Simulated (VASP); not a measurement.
# CuO (P1) in VASP: a series of runs

The runs below take CuO through single point, with PBE+U.

All numbers are computed with VASP 6.6.1; they aren't measurements. Logs are shortened: lines on timing, memory, paths and dates and some standing lists are left out, and cuts for length are marked.

## (1) The cell of the first run

The typed cell holds 4 atoms: a = 2.993 Å, b = 2.993 Å, c = 5.184 Å, α = 73.22°, β = 73.22°, γ = 60.00°.

## (2) Single point, PBE+U

POSCAR reads:

```
CuO
1.0
    0.0000000000     -2.1165600000     -2.1165600000
   -2.1165600000      0.0000000000     -2.1165600000
    2.1165600000      2.1165600000     -4.2331200000
Cu O
2 2
Direct
    0.5038875400      0.4769880100      0.4880064000
    0.0038875400      0.9769880100      0.9880064000
    0.7461124600      0.7730119900      0.7619936000
    0.2461124600      0.2730119900      0.2619936000
```

INCAR.step1 reads:

```
ALGO = Normal
EDIFF = 1E-7
ENCUT = 520
GGA = PE
ISIF = 2
ISMEAR = -1
LASPH = True
LCHARG = True
LDAU = True
LDAUJ = 0 0
LDAUL = 2 -1
LDAUPRINT = 1
LDAUTYPE = 2
LDAUU = 2 0
LMAXMIX = 4
LREAL = False
LWAVE = False
NBANDS = 25
NELM = 150
PREC = Accurate
SIGMA = 0.05
```

KPOINTS.step1 reads:

```
k-points
0
Gamma
  10 10 6
```

INCAR.step2 reads:

```
ALGO = Normal
EDIFF = 1E-7
ENCUT = 520
GGA = PE
ICHARG = 11
ISIF = 2
ISMEAR = -5
LASPH = True
LCHARG = False
LDAU = True
LDAUJ = 0 0
LDAUL = 2 -1
LDAUPRINT = 1
LDAUTYPE = 2
LDAUU = 2 0
LMAXMIX = 4
LORBIT = 11
LREAL = False
LWAVE = False
NBANDS = 25
NEDOS = 2001
NELM = 150
PREC = Accurate
SIGMA = 0.05
```

KPOINTS.step2 reads:

```
k-points
0
Gamma
  15 15 9
```

Potentials or basis: VASP PAW PBE potentials, release 64 (Cu, O).

Started as:

```bash
$ cat potpaw_PBE.64/Cu/POTCAR potpaw_PBE.64/O/POTCAR > POTCAR
$ cp INCAR.step1 INCAR
$ cp KPOINTS.step1 KPOINTS
$ mpirun -np 1 vasp_std > vasp.out
$ cp INCAR.step2 INCAR
$ cp KPOINTS.step2 KPOINTS
$ mpirun -np 1 vasp_std > vasp.out
```

OUTCAR:

```text
EDIFF = 1E-7
   ENCUT = 520
   GGA = PE
   ICHARG = 11
   ISIF = 2
   ISMEAR = -5
   LASPH = True
   LORBIT = 11
   LREAL = False
   NELM = 150
   PREC = Accurate

 ion  position               nearest neighbor table
   1  0.504  0.477  0.488-   4 1.94   4 2.06   3 2.08   4 2.17   3 2.19   3 2.30
   2  0.004  0.977  0.988-   3 1.94   3 2.06   4 2.08   3 2.17   4 2.19   4 2.30
   3  0.746  0.773  0.762-   2 1.94   2 2.06   1 2.08   2 2.17   1 2.19   1 2.30
   4  0.246  0.273  0.262-   1 1.94   1 2.06   2 2.08   1 2.17   2 2.19   2 2.30

  LATTYP: Found a trigonal (rhomboedric) cell.
 ALAT       =     5.1844920100
 COS(alpha) =     0.8333333333

  Lattice vectors:

 A1 = (   2.1165600000,   4.2331200000,  -2.1165600000)
 A2 = (   4.2331200000,   2.1165600000,  -2.1165600000)
 A3 = (   2.1165600000,   2.1165600000,  -4.2331200000)

Analysis of symmetry for initial positions (statically):
=====================================================================
 Subroutine PRICEL returns following result:

  LATTYP: Found a face centered cubic cell.
 ALAT       =     4.2331200000

  Lattice vectors:

 A1 = (   0.0000000000,  -2.1165600000,   2.1165600000)
 A2 = (   2.1165600000,  -2.1165600000,   0.0000000000)
 A3 = (   2.1165600000,   0.0000000000,   2.1165600000)

   2 primitive cells build up your supercell.

 Routine SETGRP: Setting up the symmetry group for a
 trigonal (rhombohedral) supercell.

 Subroutine GETGRP returns: Found  1 space group operations
 (whereof  1 operations were pure point group operations)
 out of a pool of 12 trial point group operations.

The static configuration has the point symmetry C_1 .

Analysis of symmetry for dynamics (positions and initial velocities):
=====================================================================
 Subroutine PRICEL returns following result:

  LATTYP: Found a face centered cubic cell.
 ALAT       =     4.2331200000
[... 232 lines left out ...]
 -0.0000  0.0020  0.0004  0.0014  0.8700

 occupancies and eigenvectors

  o =  0.8588  v = -0.0060  0.0128  0.9992 -0.0073 -0.0378  0.0000  0.0000  0.0000  0.0000  0.0000      0.0000  0.0000  0.0000  0.0000  0.0000  0.0000  0.0000  0.0000  0.0000  0.0000
  o =  0.8588  v =  0.0000  0.0000  0.0000  0.0000  0.0000 -0.0060  0.0128  0.9992 -0.0073 -0.0378      0.0000  0.0000  0.0000  0.0000  0.0000  0.0000  0.0000  0.0000  0.0000  0.0000
  o =  0.8699  v =  0.0000  0.0000  0.0000  0.0000  0.0000  0.0001 -0.0213  0.0379 -0.0159  0.9989      0.0000  0.0000  0.0000  0.0000  0.0000  0.0000  0.0000  0.0000  0.0000  0.0000
  o =  0.8699  v =  0.0001 -0.0213  0.0379 -0.0159  0.9989  0.0000  0.0000  0.0000  0.0000  0.0000      0.0000  0.0000  0.0000  0.0000  0.0000  0.0000  0.0000  0.0000  0.0000  0.0000
  o =  0.9623  v =  0.0691 -0.9487  0.0142  0.3078 -0.0159  0.0000  0.0000  0.0000  0.0000  0.0000      0.0000  0.0000  0.0000  0.0000  0.0000  0.0000  0.0000  0.0000  0.0000  0.0000
  o =  0.9623  v =  0.0000  0.0000  0.0000  0.0000  0.0000  0.0691 -0.9487  0.0142  0.3078 -0.0159      0.0000  0.0000  0.0000  0.0000  0.0000  0.0000  0.0000  0.0000  0.0000  0.0000
  o =  0.9624  v = -0.0939 -0.3130 -0.0042 -0.9448 -0.0216  0.0000  0.0000  0.0000  0.0000  0.0000      0.0000  0.0000  0.0000  0.0000  0.0000  0.0000  0.0000  0.0000  0.0000  0.0000
  o =  0.9624  v =  0.0000  0.0000  0.0000  0.0000  0.0000 -0.0939 -0.3130 -0.0042 -0.9448 -0.0216      0.0000  0.0000  0.0000  0.0000  0.0000  0.0000  0.0000  0.0000  0.0000  0.0000
  o =  0.9632  v =  0.0000  0.0000  0.0000  0.0000  0.0000  0.9932  0.0365  0.0046 -0.1108 -0.0012      0.0000  0.0000  0.0000  0.0000  0.0000  0.0000  0.0000  0.0000  0.0000  0.0000
  o =  0.9632  v =  0.9932  0.0365  0.0046 -0.1108 -0.0012  0.0000  0.0000  0.0000  0.0000  0.0000      0.0000  0.0000  0.0000  0.0000  0.0000  0.0000  0.0000  0.0000  0.0000  0.0000

 number of electron      33.9999995 magnetization

 Free energy of the ion-electron system (eV)
  ---------------------------------------------------
  ext. energy  EPLUGINS =         0.00000000
  ---------------------------------------------------
  free energy    TOTEN  =       -17.40509868 eV

  energy without entropy =      -17.40509868  energy(sigma->0) =      -17.40509868

 E-fermi :   5.9600     XC(G=0): -12.3870

 val. band max:        6.0402941844   @ k =  -0.0667  -0.1333   0.4444
 cond. band min:       5.8722944890   @ k =   0.2000  -0.1333   0.3333
 fundamental gap:     -0.1679996955
 Fermi energy:         5.9600126422

 k-point     1 :       0.0000    0.0000    0.0000
  band No.  band energies     occupation
      1     -13.4746      2.00000
      2     -12.2307      2.00000
      3      -1.4014      2.00000
      4       0.9001      2.00000
      5       1.0647      2.00000
      6       2.4462      2.00000
[... 661 lines left out ...]
     24      21.2973      0.00000
     25      23.5828      0.00000

 [... further k-points ...]

------------------------ aborting loop because EDIFF is reached ----------------------------------------

  FORCE on cell =-STRESS in cart. coord.  units (eV):
  Direction    XX          YY          ZZ          XY          YZ          ZX
  --------------------------------------------------------------------------------------
  -------------------------------------------------------------------------------------
  Total        0.1293762      0.3049336      1.9017868      0.0686153      0.2337528     -0.1783913
  in kB        5.4652891     12.8814301     80.3379335      2.8985439      9.8745131     -7.5358526
  external PRESSURE =      32.8948842 kB  Pullay stress =       0.0000000 kB

 VOLUME and BASIS-vectors are now :
 -----------------------------------------------------------------------------
  energy-cutoff  :      520.00
  volume of cell :       37.93
      direct lattice vectors                 reciprocal lattice vectors
     0.000000000 -2.116560000 -2.116560000     0.118116189 -0.354348566 -0.118116189
    -2.116560000  0.000000000 -2.116560000    -0.354348566  0.118116189 -0.118116189
     2.116560000  2.116560000 -4.233120000     0.118116189  0.118116189 -0.118116189

 POSITION                                       TOTAL-FORCE (eV/Angst)
 -----------------------------------------------------------------------------------
      0.02332     -0.03361     -4.14187        -0.222887      0.327522     -1.162725
      0.02332      2.08295     -6.25843        -0.222887      0.327522     -1.162725
     -0.02332      0.03361     -6.44093         0.222887     -0.327522      1.162725
     -0.02332      0.03361     -2.20781         0.222887     -0.327522      1.162725
 -----------------------------------------------------------------------------------
    total drift:                                0.000178     -0.000402     -0.001575

  FREE ENERGIE OF THE ION-ELECTRON SYSTEM (eV)
  ---------------------------------------------------
  free  energy   TOTEN  =       -17.4050986788 eV

  energy  without entropy=      -17.4050986788  energy(sigma->0) =      -17.40509868

 total charge

# of ion       s       p       d       tot
------------------------------------------
    1        0.315   0.336   9.212   9.863
    2        0.315   0.336   9.212   9.863
    3        1.579   3.352   0.000   4.931
    4        1.579   3.352   0.000   4.931
--------------------------------------------------
tot          3.788   7.377  18.423  29.588
```

OUTCAR.step1:

```text
EDIFF = 1E-7
   ENCUT = 520
   GGA = PE
   ISIF = 2
[... 1010 lines left out ...]
      0.02332     -0.03361     -4.14187        -0.226621      0.324421     -1.156043
      0.02332      2.08295     -6.25843        -0.226621      0.324421     -1.156043
     -0.02332      0.03361     -6.44093         0.226621     -0.324421      1.156043
     -0.02332      0.03361     -2.20781         0.226621     -0.324421      1.156043
 -----------------------------------------------------------------------------------
    total drift:                                0.000019     -0.000993     -0.000447

  FREE ENERGIE OF THE ION-ELECTRON SYSTEM (eV)
  ---------------------------------------------------
  free  energy   TOTEN  =       -17.4234295033 eV

  energy  without entropy=      -17.3989546118  energy(sigma->0) =      -17.41119206
```

OSZICAR.step1:

```text
N       E                     dE             d eps       ncg     rms          rms(c)
DAV:   1     0.296228438949E+03    0.29623E+03   -0.16508E+04 16224   0.224E+03
DAV:   2     0.134544501427E+02   -0.28277E+03   -0.26249E+03 15567   0.407E+02
DAV:   3    -0.209214651602E+02   -0.34376E+02   -0.32413E+02 18102   0.154E+02
DAV:   4    -0.220669662958E+02   -0.11455E+01   -0.11362E+01 18368   0.306E+01
DAV:   5    -0.220866845843E+02   -0.19718E-01   -0.19712E-01 18610   0.361E+00    0.144E+01
DAV:   6    -0.195706074592E+02    0.25161E+01   -0.24138E+01 21629   0.126E+02    0.109E+01
DAV:   7    -0.173839115053E+02    0.21867E+01   -0.68157E+00 18426   0.957E+01    0.227E+00
DAV:   8    -0.174559955857E+02   -0.72084E-01   -0.10550E+00 17141   0.748E+00    0.144E+00
DAV:   9    -0.174303815267E+02    0.25614E-01   -0.52393E-02 25342   0.824E+00    0.673E-01
DAV:  10    -0.174231826578E+02    0.71989E-02   -0.19019E-02 23950   0.410E+00    0.220E-01
DAV:  11    -0.174234923977E+02   -0.30974E-03   -0.65187E-03 18487   0.677E-01    0.776E-02
DAV:  12    -0.174234502471E+02    0.42151E-04   -0.27224E-04 23057   0.249E-01    0.356E-02
DAV:  13    -0.174234288732E+02    0.21374E-04   -0.55101E-05 21461   0.238E-01    0.612E-03
DAV:  14    -0.174234299669E+02   -0.10937E-05   -0.49511E-06 17099   0.170E-02    0.686E-03
DAV:  15    -0.174234296353E+02    0.33154E-06   -0.32190E-07 17815   0.139E-02    0.333E-03
DAV:  16    -0.174234295069E+02    0.12837E-06   -0.58381E-07 15970   0.720E-03    0.741E-04
DAV:  17    -0.174234295033E+02    0.36794E-08   -0.93347E-09  8362   0.105E-03
   1 F= -.17423430E+02 E0= -.17411192E+02  d E =-.244749E-01
```

It took 12 min on 1 thread of Oxide Virtual Turin-like, shared host; peak memory 0.79 GiB.

Results:

```yaml
Valence_electrons_inside_the_program's_atomic_spheres: Cu 9.86; O 4.93
```

Levels at points of the mesh, in eV from the Fermi level:
| k point | band 15 | band 16 | band 17 | band 18 | band 19 | band 20 |
| --- | --- | --- | --- | --- | --- | --- |
| (0.00, 0.00, 0.00) | -1.55 | -1.14 | 0.54 | 0.69 | 1.68 | 6.17 |

Eigenvalues of the final occupation matrices:
| site | spin | trace | eigenvalues |
| --- | --- | --- | --- |
| site 1 d | 1 | 4.62 | 0.86 0.87 0.96 0.96 0.96 |
| site 1 d | 2 | 4.62 | 0.86 0.87 0.96 0.96 0.96 |
| site 2 d | 1 | 4.62 | 0.86 0.87 0.96 0.96 0.96 |
| site 2 d | 2 | 4.62 | 0.86 0.87 0.96 0.96 0.96 |

Caveat: U without spin polarisation on a metal has little footing; tetrahedron occupations give inexact forces and stress in metals.

## (3) Single point, PBE+U

POSCAR is that of step 2.

INCAR.step1 reads:

```
PREC     = Accurate       # precision mode
ENCUT    = 520            # plane-wave cutoff, eV
EDIFF    = 1E-7           # SCF threshold, eV
ISMEAR   = -1             # smearing method
SIGMA    = 0.05           # smearing width, eV
LREAL    = False          # projectors in reciprocal space
LASPH    = True           # aspherical terms in the spheres
NELM     = 150            # most SCF steps
ALGO     = Normal         # electronic algorithm
ISIF     = 2              # what is computed and relaxed
LWAVE    = False          # write WAVECAR
LCHARG   = True           # write CHGCAR
LMAXMIX  = 4              # l up to which the mixer works
LDAU     = True           # DFT+U
LDAUTYPE = 2            
LDAUL    = 2 -1           # shell
LDAUU    = 4 0            # U, eV
LDAUJ    = 0 0          
LDAUPRINT= 1            
GGA      = PE             # functional
NBANDS   = 25             # bands
```

KPOINTS.step1 reads:

```
regular mesh
0
Gamma
  10 10 6
```

INCAR.step2 reads:

```
PREC     = Accurate       # precision mode
ENCUT    = 520            # plane-wave cutoff, eV
EDIFF    = 1E-7           # SCF threshold, eV
ISMEAR   = -5             # smearing method
SIGMA    = 0.05           # smearing width, eV
LREAL    = False          # projectors in reciprocal space
LASPH    = True           # aspherical terms in the spheres
NELM     = 150            # most SCF steps
ALGO     = Normal         # electronic algorithm
ISIF     = 2              # what is computed and relaxed
LWAVE    = False          # write WAVECAR
LCHARG   = False          # write CHGCAR
LMAXMIX  = 4              # l up to which the mixer works
LDAU     = True           # DFT+U
LDAUTYPE = 2            
LDAUL    = 2 -1           # shell
LDAUU    = 4 0            # U, eV
LDAUJ    = 0 0          
LDAUPRINT= 1            
GGA      = PE             # functional
LORBIT   = 10             # projections on sites
NEDOS    = 2001           # points of the DOS
ICHARG   = 11             # starting density
```

KPOINTS.step2 reads:

```
regular mesh
0
Gamma
  15 15 9
```

Potentials or basis: VASP PAW PBE potentials, release 64 (Cu, O).

Started as:

```bash
$ cat potpaw_PBE.64/Cu/POTCAR potpaw_PBE.64/O/POTCAR > POTCAR
$ cp INCAR.step1 INCAR
$ cp KPOINTS.step1 KPOINTS
$ mpirun -np 1 vasp_std > vasp.out
$ cp INCAR.step2 INCAR
$ cp KPOINTS.step2 KPOINTS
$ mpirun -np 1 vasp_std > vasp.out
```

Run time: 7.5 min. Hardware: 1 thread of Oxide Virtual Turin-like, shared host; peak memory 0.71 GiB.

Results (log left out):

```
Valence electrons inside the program's atomic spheres : Cu 9.91; O 4.92
```

Levels at points of the mesh, in eV from the Fermi level:
```tsv
k point	band 15	band 16	band 17	band 18	band 19	band 20
(0.00, 0.00, 0.00)	-1.50	-1.09	0.55	0.70	1.98	6.47
```

Eigenvalues of the final occupation matrices:
| site | spin | trace | eigenvalues |
| --- | --- | --- | --- |
| site 1 d | 1 | 4.65 | 0.87 0.88 0.97 0.97 0.97 |
| site 1 d | 2 | 4.65 | 0.87 0.88 0.97 0.97 0.97 |
| site 2 d | 1 | 4.65 | 0.87 0.88 0.97 0.97 0.97 |
| site 2 d | 2 | 4.65 | 0.87 0.88 0.97 0.97 0.97 |

Caveat: U without spin polarisation on a metal has little footing; tetrahedron occupations give inexact forces and stress in metals.

[end of part 1 of 2]
